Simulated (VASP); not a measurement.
# SiBiS (P4/mmm) in VASP: further runs, part 2 of 2

VASP 6.6.1.

## 3. Relaxation of cell and atoms, PBE

This run uses another cell than the first one, of 24.62 Å³/atom.

The input, INCAR:

```
SYSTEM = SiBiS
ALGO = Normal ; EDIFF = 1E-7
EDIFFG = -0.04 ; ENCUT = 600
GGA = PE ; IBRION = 2
ISIF = 3 ; ISMEAR = 0
LASPH = .True. ; LCHARG = .False.
LREAL = .False. ; LWAVE = .False.
NELM = 100 ; NSW = 90
PREC = Accurate ; SIGMA = 0.1
```

The input, KPOINTS:

```
k-points
0
Gamma
  4 4 4
  0 0 0
```

The input, POSCAR:

```
SiBiS
1.0
    4.2038708200      0.0000000000      0.0000000000
    0.0000000000      4.2038708200      0.0000000000
    0.0000000000      0.0000000000      4.1795303900
Si Bi S
1 1 1
Direct
    0.0000000000      0.0000000000      0.5000000000
    0.5000000000      0.5000000000      0.0000000000
    0.5000000000      0.5000000000      0.5000000000
```

Potentials or basis: VASP PAW PBE potentials, release 64 (Si, Bi_d, S).

The run is started by

```bash
> cat potpaw_PBE.64/Si/POTCAR potpaw_PBE.64/Bi_d/POTCAR potpaw_PBE.64/S/POTCAR > POTCAR
> mpirun -np 1 vasp_std > vasp.out
```

OUTCAR:

```text
SYSTEM = SiBiS
   EDIFF = 1E-7
   EDIFFG = -0.04
   ENCUT = 600
   GGA = PE
   IBRION = 2
   ISIF = 3
   ISMEAR = 0
   LASPH = .True.
   LREAL = .False.
   NELM = 100
   NSW = 90
   PREC = Accurate

 ion  position               nearest neighbor table
   1  0.000  0.000  0.500-
   2  0.500  0.500  0.000-   3 2.09   3 2.09
   3  0.500  0.500  0.500-   2 2.09   2 2.09

  LATTYP: Found a simple tetragonal cell.
 ALAT       =     4.2038708200
 C/A-ratio  =     0.9942099957

  Lattice vectors:

 A1 = (   4.2038708200,   0.0000000000,   0.0000000000)
 A2 = (   0.0000000000,   4.2038708200,   0.0000000000)
 A3 = (   0.0000000000,   0.0000000000,   4.1795303900)

Analysis of symmetry for initial positions (statically):
=====================================================================
 Subroutine PRICEL returns:
 Original cell was already a primitive cell.

 Routine SETGRP: Setting up the symmetry group for a
 simple tetragonal supercell.

 Subroutine GETGRP returns: Found 16 space group operations
 (whereof 16 operations were pure point group operations)
 out of a pool of 16 trial point group operations.

The static configuration has the point symmetry D_4h.

Analysis of symmetry for dynamics (positions and initial velocities):
=====================================================================
 Subroutine PRICEL returns:
 Original cell was already a primitive cell.

 Routine SETGRP: Setting up the symmetry group for a
 simple tetragonal supercell.

 Subroutine GETGRP returns: Found 16 space group operations
 (whereof 16 operations were pure point group operations)
 out of a pool of 16 trial point group operations.

The dynamic configuration has the point symmetry D_4h.

 Subroutine INISYM returns: Found 16 space group operations
 (whereof 16 operations are pure point group operations),
 and found     1 'primitive' translations

----------------------------------------------------------------------------------------
[... 104 lines left out ...]
   EFERMI_NEDOS =   21; number of points for ismear=-14 and -15
   IALGO  =     38    algorithm
   IMIX   =      4    mixing-type and parameters
     AMIX     =   0.40;   BMIX     =  1.00
     AMIX_MAG =   1.60;   BMIX_MAG =  1.00
  volume/ion in A,a.u.               =      24.62       166.15
  Fermi-wavevector in a.u.,A,eV,Ry     =   1.140896  2.155981 17.709941  1.301644
  Thomas-Fermi vector in A             =   2.277597
   LORBIT       =      0    0 simple, 1 ext, 2 COOP (PROOUT), +10 PAW based schemes
   GGA     = PE    functional components
   LHFCALC =     F    Hartree Fock is set to
   AEXX    =    0.0000 exact exchange contribution
   IVDW    =     0    specifies the selected vdW correction
   LEPSILON=     F    determine dielectric tensor
   LRPA    =     F    only Hartree local field effects (RPA)
 conjugate gradient relaxation of ions
 non-spin polarized calculation
 Gauss-broadening in eV      SIGMA  =   0.10
  energy-cutoff  :      600.00
  volume of cell :       73.86
 maximum number of plane-waves:      2517
 NGX is ok and might be reduce to    36
   NGX = 17   NGY = 17   NGZ = 17

--------------------------------------- Ionic step        1  -------------------------------------------

 number of electron      24.9999999 magnetization

 Free energy of the ion-electron system (eV)
  ---------------------------------------------------
  ext. energy  EPLUGINS =         0.00000000
  ---------------------------------------------------
  free energy    TOTEN  =        -6.13645436 eV

  energy without entropy =       -6.12628600  energy(sigma->0) =       -6.13137018

------------------------ aborting loop because EDIFF is reached ----------------------------------------

  FORCE on cell =-STRESS in cart. coord.  units (eV):
  Direction    XX          YY          ZZ          XY          YZ          ZX
  --------------------------------------------------------------------------------------
  -------------------------------------------------------------------------------------
  Total       -2.1629349     -2.1629349     47.9135658      0.0000000      0.0000000     -0.0000000
  in kB      -46.9167394    -46.9167394   1039.3046345      0.0000000      0.0000000     -0.0000000
  external PRESSURE =     315.1570519 kB  Pullay stress =       0.0000000 kB
[... 432 lines left out ...]
      3     -19.0396      2.00000
      4     -18.9239      2.00000
      5     -18.8993      2.00000
      6      -8.7901      2.00000
[... 8 lines left out ...]
     15       5.1331      0.00000
     16       7.9495      0.00000

[... ionic steps 4 to 9 ...]

--------------------------------------- Ionic step       10  -------------------------------------------

 number of electron      24.9999990 magnetization

------------------------ aborting loop because EDIFF is reached ----------------------------------------
[... 418 lines left out ...]
--------------------------------------- Ionic step       12  -------------------------------------------

 number of electron      24.9999999 magnetization

 Free energy of the ion-electron system (eV)
  ---------------------------------------------------
  ext. energy  EPLUGINS =         0.00000000
  ---------------------------------------------------
  free energy    TOTEN  =       -12.39845199 eV

  energy without entropy =      -12.38614962  energy(sigma->0) =      -12.39230081

 E-fermi :   6.9803     XC(G=0):  -9.9791

 val. band max:        6.9543172193   @ k =   0.5000   0.2500   0.5000
 cond. band min:       7.0049914130   @ k =   0.2500   0.2500   0.0000
 fundamental gap:      0.0506741936
 Fermi energy:         6.9802901676
[... 370 lines left out ...]
  FREE ENERGIE OF THE ION-ELECTRON SYSTEM (eV)
  ---------------------------------------------------
  free  energy   TOTEN  =       -12.3984519927 eV

  energy  without entropy=      -12.3861496213  energy(sigma->0) =      -12.39230081

 reached required accuracy - stopping structural energy minimisation
```

CONTCAR:

```text
SiBiS
   1.00000000000000
     3.4986916807482289    0.0000000000000000   -0.0000000000000000
     0.0000000000000000    3.4986916807482289   -0.0000000000000000
    -0.0000000000000000   -0.0000000000000000    5.7784435033825989
  Si              Bi              S
     1     1     1
Direct
     1.0000000000000000    0.0000000000000000    0.5000000000000000
     0.5000000000000000    0.5000000000000000    0.0000000000000000
     0.5000000000000000    0.5000000000000000    0.5000000000000000

  0.00000000E+00  0.00000000E+00  0.00000000E+00
  0.00000000E+00  0.00000000E+00  0.00000000E+00
  0.00000000E+00  0.00000000E+00  0.00000000E+00
```

It took 2 min on 1 thread of Intel Xeon 6975P-C (Granite Rapids), shared host; peak memory 0.23 GiB.

What came out:

| Quantity | Value |
| --- | --- |
| Free energy | -12.3985 eV |
| Relaxed volume | 23.58 Å³/atom |
| Relaxed cell | a = 3.499 Å, b = 3.499 Å, c = 5.778 Å, α = 90.00°, β = 90.00°, γ = 90.00° |
| Space group after relaxing (to 0.1 Å) | P4/mmm (No. 123) |
| Energy gained by relaxing | 2087.3 meV/atom |
| Ionic steps | 12 |
| Pressure after relaxing | 0.0 GPa |
| Band gap on the k mesh | zero (an odd number of electrons rules out a gap without spin polarisation) |

Stress tensor (GPa, compression positive):
```
-0.09  0.00  0.00
 0.00 -0.09  0.00
 0.00  0.00  0.19
```

The path:
```tsv
step	energy change (eV)	largest force (eV/Å)	pressure (GPa)	volume (Å³)
1	0.0000	0.0000	31.52	73.86
2	-4.0021	0.0000	-8.85	121.83
3	-5.1477	0.0000	-7.06	96.52
4	-5.1505	0.0000	-6.86	96.08
5	-5.1512	0.0000	-6.54	95.41
6	-5.9090	0.0000	-4.08	81.57
7	-6.1682	0.0000	-2.69	74.38
8	-5.7767	0.0000	13.74	60.88
9	-6.2445	0.0000	-0.44	71.07
10	-6.2534	0.0000	1.04	69.41
11	-6.2532	0.0000	0.58	69.89
12	-6.2620	0.0000	0.00	70.73
```

Final structure:
```cif
data_structure
_symmetry_space_group_name_H-M 'P 1'
_symmetry_Int_Tables_number 1
_cell_length_a 3.4987
_cell_length_b 3.4987
_cell_length_c 5.7784
_cell_angle_alpha 90.000
_cell_angle_beta 90.000
_cell_angle_gamma 90.000
_cell_volume 70.73
loop_
_atom_site_label
_atom_site_type_symbol
_atom_site_fract_x
_atom_site_fract_y
_atom_site_fract_z
_atom_site_occupancy
Si1 Si 0.00000 0.00000 0.50000 1
Bi1 Bi 0.50000 0.50000 0.00000 1
S1 S 0.50000 0.50000 0.50000 1
```

Levels at points of the mesh, in eV from the Fermi level:
```csv
k point,band 10,band 11,band 12,band 13,band 14,band 15
"(0.00, 0.00, 0.00)",-4.54,-4.46,1.62,2.40,3.06,3.06
"(0.50, 0.00, 0.00)",-3.38,-3.13,-1.35,0.82,0.84,0.93
"(0.50, 0.50, 0.00)",-6.69,-4.78,-1.72,-1.72,0.44,2.85
"(0.00, 0.00, 0.50)",-4.48,-4.05,-1.38,1.51,2.41,2.41
"(0.50, 0.00, 0.50)",-3.32,-2.96,-0.03,0.82,0.82,0.85
"(0.50, 0.50, 0.50)",-6.66,-2.40,-2.40,-2.31,-0.11,1.20
```

Caveat: the k points lie up to 0.45 Å⁻¹ apart in the final cell, too coarse for converged energies and pressures of a metal; a cell axis changed by over 15 % at a fixed basis, so the end point is rough; spin-orbit coupling is left out, which moves the levels of the heavy elements; an odd number of electrons without spin polarisation forces a metal; a magnetic or distorted state may lie lower.

## 4. Relaxation of cell and atoms, PBE

This run uses another cell than the first one, of 23.63 Å³/atom.

The input, INCAR:

```
ALGO = Normal ; EDIFF = 1E-6
EDIFFG = -0.04 ; ENCUT = 600
GGA = PE ; IBRION = 2
ISIF = 3 ; ISMEAR = 0
LASPH = T ; LCHARG = F
LREAL = F ; LWAVE = F
NELM = 60 ; NSW = 90
PREC = Accurate ; SIGMA = 0.1
```

The input, KPOINTS:

```
k-points
0
Gamma
  6 6 4
```

The input, POSCAR:

```
SiBiS
1.0
    3.4960098278      0.0000000000      0.0000000000
    0.0000000000      3.4960098278      0.0000000000
    0.0000000000      0.0000000000      5.7990707822
Si Bi S
1 1 1
Direct
    0.0000000000      0.0000000000      0.5000000000
    0.5000000000      0.5000000000      0.0000000000
    0.5000000000      0.5000000000      0.5000000000
```

The run is started by

```bash
> cat potpaw_PBE.64/Si/POTCAR potpaw_PBE.64/Bi_d/POTCAR potpaw_PBE.64/S/POTCAR > POTCAR
> mpirun -np 1 vasp_std > vasp.out
```

It took 37 s on 1 thread of Intel Xeon 6975P-C (Granite Rapids), shared host; peak memory 0.21 GiB.

Results (log left out):

```yaml
Free_energy: -12.4819 eV
Relaxed_volume: 23.93 Å³/atom
Relaxed_cell: a = 3.529 Å, b = 3.529 Å, c = 5.763 Å, α = 90.00°, β = 90.00°, γ = 90.00°
Space_group_after_relaxing_to_0.1_Å: P4/mmm (No. 123)
Energy_gained_by_relaxing: 2.9 meV/atom
Ionic_steps: 3
Pressure_after_relaxing: -0.1 GPa
Band_gap_on_the_k_mesh: zero (an odd number of electrons rules out a gap without spin polarisation)
```

Stress tensor (GPa, compression positive):
```
-0.08  0.00  0.00
 0.00 -0.08  0.00
 0.00  0.00 -0.20
```

The path:
```tsv
step	energy change (eV)	largest force (eV/Å)	pressure (GPa)	volume (Å³)
1	0.0000	0.0000	0.78	70.88
2	-0.0080	0.0000	-0.33	72.05
3	-0.0087	0.0000	-0.12	71.78
```

Final structure:
```cif
data_structure
_symmetry_space_group_name_H-M 'P 1'
_symmetry_Int_Tables_number 1
_cell_length_a 3.5292
_cell_length_b 3.5292
_cell_length_c 5.7630
_cell_angle_alpha 90.000
_cell_angle_beta 90.000
_cell_angle_gamma 90.000
_cell_volume 71.78
loop_
_atom_site_label
_atom_site_type_symbol
_atom_site_fract_x
_atom_site_fract_y
_atom_site_fract_z
_atom_site_occupancy
Si1 Si 0.00000 0.00000 0.50000 1
Bi1 Bi 0.50000 0.50000 0.00000 1
S1 S 0.50000 0.50000 0.50000 1
```

Levels at points of the mesh, in eV from the Fermi level:
```csv
k point,band 10,band 11,band 12,band 13,band 14,band 15,band 16
"(0.00, 0.00, 0.00)",-4.32,-4.32,1.61,2.57,2.57,2.58,3.28
"(0.50, 0.00, 0.00)",-3.40,-3.18,-1.26,0.90,0.94,1.01,3.69
"(0.50, 0.50, 0.00)",-6.51,-4.79,-2.04,-2.04,0.48,2.87,2.87
"(0.00, 0.00, 0.50)",-4.25,-3.90,-1.49,1.42,1.96,1.96,2.66
"(0.50, 0.00, 0.50)",-3.11,-2.85,-0.21,0.86,0.91,1.02,1.15
"(0.50, 0.50, 0.50)",-6.48,-2.73,-2.73,-2.23,-0.16,0.97,5.37
```

Caveat: spin-orbit coupling is left out, which moves the levels of the heavy elements; an odd number of electrons without spin polarisation forces a metal; a magnetic or distorted state may lie lower.

## 5. Single point, PBE

This run uses another cell than the first one, of 24.12 Å³/atom.

The input, INCAR:

```
PREC = Accurate
ENCUT = 520
EDIFF = 1E-6
ISMEAR = 0
SIGMA = 0.1
LREAL = F
LASPH = T
NELM = 100
ALGO = Normal
ISIF = 2
LWAVE = F
LCHARG = T
GGA = PE
LELF = T
LVHAR = T
NBANDS = 20
```

The input, KPOINTS:

```
regular mesh
0
Gamma
  14 14 8
```

The input, POSCAR:

```
SiBiS
1.0
    3.5533167969      0.0000000000      0.0000000000
    0.0000000000      3.5533167969      0.0000000000
    0.0000000000      0.0000000000      5.7320038626
Si Bi S
1 1 1
Direct
    0.0000000000      0.0000000000      0.5000000000
    0.5000000000      0.5000000000      0.0000000000
    0.5000000000      0.5000000000      0.5000000000
```

The run is started by

```bash
> cat potpaw_PBE.64/Si/POTCAR potpaw_PBE.64/Bi_d/POTCAR potpaw_PBE.64/S/POTCAR > POTCAR
> mpirun -np 1 vasp_std > vasp.out
```

It took 91 s on 1 thread of Intel Xeon 6975P-C (Granite Rapids), shared host; peak memory 0.38 GiB.

It converged, with:

```
Free energy            : -12.3892 eV
Pressure               : 0.0 GPa
Band gap on the k mesh : zero (an odd number of electrons rules out a gap without spin polarisation)
```

Levels at points of the mesh, in eV from the Fermi level:
```csv
k point,band 10,band 11,band 12,band 13,band 14,band 15,band 16,band 17
"(0.00, 0.00, 0.00)",-4.24,-4.24,1.60,2.67,2.67,2.67,3.51,6.08
"(0.50, 0.00, 0.00)",-3.14,-3.12,-1.17,0.86,0.87,1.02,3.84,3.90
"(0.50, 0.50, 0.00)",-6.49,-4.79,-1.82,-1.82,0.52,2.96,2.96,3.73
"(0.00, 0.00, 0.50)",-4.16,-3.72,-1.30,1.38,2.02,2.02,2.76,6.31
"(0.50, 0.00, 0.50)",-3.05,-2.72,-0.07,0.80,0.89,1.03,1.32,3.31
"(0.50, 0.50, 0.50)",-6.46,-2.54,-2.54,-2.13,-0.11,1.06,5.55,5.55
```

Caveat: spin-orbit coupling is left out, which moves the levels of the heavy elements; an odd number of electrons without spin polarisation forces a metal; a magnetic or distorted state may lie lower.

## 6. Relaxation of cell and atoms, PBE

The input, INCAR:

```
SYSTEM = SiBiS
  ALGO = Normal
  EDIFF = 1E-7
  EDIFFG = -0.01
  ENCUT = 600
  GGA = PE
  IBRION = 2
  ISIF = 3
  ISMEAR = 0
  LASPH = .TRUE.
  LCHARG = .FALSE.
  LREAL = .FALSE.
  LWAVE = .FALSE.
  NELM = 100
  NSW = 100
  PREC = Accurate
  SIGMA = 0.1
```

The input, KPOINTS:

```
k-points
0
G
  14 14 8
  0 0 0
```

The input, POSCAR:

```
SiBiS
1.0
    3.5214667949      0.0000000000      0.0000000000
    0.0000000000      3.5214667949      0.0000000000
    0.0000000000      0.0000000000      5.7500814654
Si Bi S
1 1 1
Direct
    0.0000000000      0.0000000000      0.5000000000
    0.5000000000      0.5000000000      0.0000000000
    0.5000000000      0.5000000000      0.5000000000
```

Potentials or basis: VASP PAW PBE potentials, release 64 (Si, Bi_d, S).

The run is started by

```bash
> cat potpaw_PBE.64/Si/POTCAR potpaw_PBE.64/Bi_d/POTCAR potpaw_PBE.64/S/POTCAR > POTCAR
> mpirun -np 1 vasp_std > vasp.out
```

Wall time 4.8 min (1 thread of Intel Xeon 6975P-C (Granite Rapids), shared host); peak memory 0.41 GiB.

It converged, with:

```
Free energy                           : -12.3895 eV
Relaxed volume                        : 24.11 Å³/atom
Relaxed cell                          : a = 3.553 Å, b = 3.553 Å, c = 5.729 Å, α = 90.00°, β = 90.00°, γ = 90.00°
Space group after relaxing (to 0.1 Å) : P4/mmm (No. 123)
Energy gained by relaxing             : 1.7 meV/atom
Ionic steps                           : 5
Pressure after relaxing               : 0.0 GPa
Band gap on the k mesh                : zero (an odd number of electrons rules out a gap without spin polarisation)
```

Step by step:
```tsv
step	energy change (eV)	largest force (eV/Å)	pressure (GPa)	volume (Å³)
1	0.0000	0.0000	0.86	71.31
2	-0.0048	0.0000	-0.19	72.63
3	-0.0048	0.0000	-0.10	72.52
4	-0.0050	0.0000	-0.03	72.40
5	-0.0050	0.0000	0.02	72.33
```

Final structure:
```
CELL_PARAMETERS angstrom
3.55305 0.00000 0.00000
0.00000 3.55305 0.00000
0.00000 0.00000 5.72914
ATOMIC_POSITIONS crystal
Si 0.00000 0.00000 0.50000
Bi 0.50000 0.50000 0.00000
S 0.50000 0.50000 0.50000
```

Levels at points of the mesh, in eV from the Fermi level:
```csv
k point,band 9,band 10,band 11,band 12,band 13,band 14,band 15,band 16
"(0.00, 0.00, 0.00)",-4.52,-4.24,-4.24,1.60,2.67,2.68,2.68,3.52
"(0.50, 0.00, 0.00)",-5.52,-3.14,-3.12,-1.17,0.86,0.87,1.02,3.91
"(0.50, 0.50, 0.00)",-7.02,-6.49,-4.80,-1.82,-1.82,0.52,2.96,2.96
"(0.00, 0.00, 0.50)",-4.17,-4.17,-3.72,-1.30,1.37,2.01,2.01,2.75
"(0.50, 0.00, 0.50)",-4.33,-3.05,-2.72,-0.06,0.80,0.89,1.03,1.32
"(0.50, 0.50, 0.50)",-6.88,-6.46,-2.54,-2.54,-2.13,-0.11,1.06,5.55
```

Caveat: spin-orbit coupling is left out, which moves the levels of the heavy elements; an odd number of electrons without spin polarisation forces a metal; a magnetic or distorted state may lie lower.

## 7. Overview

| task | cell | k mesh | cutoff (eV) | gap on the mesh (eV) | pressure (GPa) | relaxed volume (Å³/atom) |
| --- | --- | --- | --- | --- | --- | --- |
| single point | a = 3.521, b = 3.521, c = 5.750 Å, 3 atoms | 6 × 6 × 4 | 520 | none | 0.2 | - |
| relaxation of cell and atoms | relaxed from a = 4.204, b = 4.204, c = 4.180 Å, 3 atoms | 4 × 4 × 4 | 600 | none | 0.0 | 23.58 |
| relaxation of cell and atoms | relaxed from a = 3.496, b = 3.496, c = 5.799 Å, 3 atoms | 6 × 6 × 4 | 600 | none | -0.1 | 23.93 |
| single point | a = 3.553, b = 3.553, c = 5.732 Å, 3 atoms | 14 × 14 × 8 | 520 | none | 0.0 | - |
| relaxation of cell and atoms | relaxed from a = 3.521, b = 3.521, c = 5.750 Å, 3 atoms | 14 × 14 × 8 | 600 | none | 0.0 | 24.11 |

Alike in all rows: level PBE; potentials or basis VASP PAW PBE potentials, release 64 (Si, Bi_d, S); no spin polarisation; smearing gaussian 0.1 eV.

Caveats: some runs use coarse meshes; spin-orbit coupling is left out, which moves the levels of the heavy elements; an odd number of electrons without spin polarisation forces a metal; a magnetic or distorted state may lie lower; a cell axis changed by over 15 % at a fixed basis, so the end point is rough (at least some runs).

Absolute energies hang on the potentials; compare differences alone.

The gap in the log of VASP goes by the Fermi energy; the results here count the filled bands.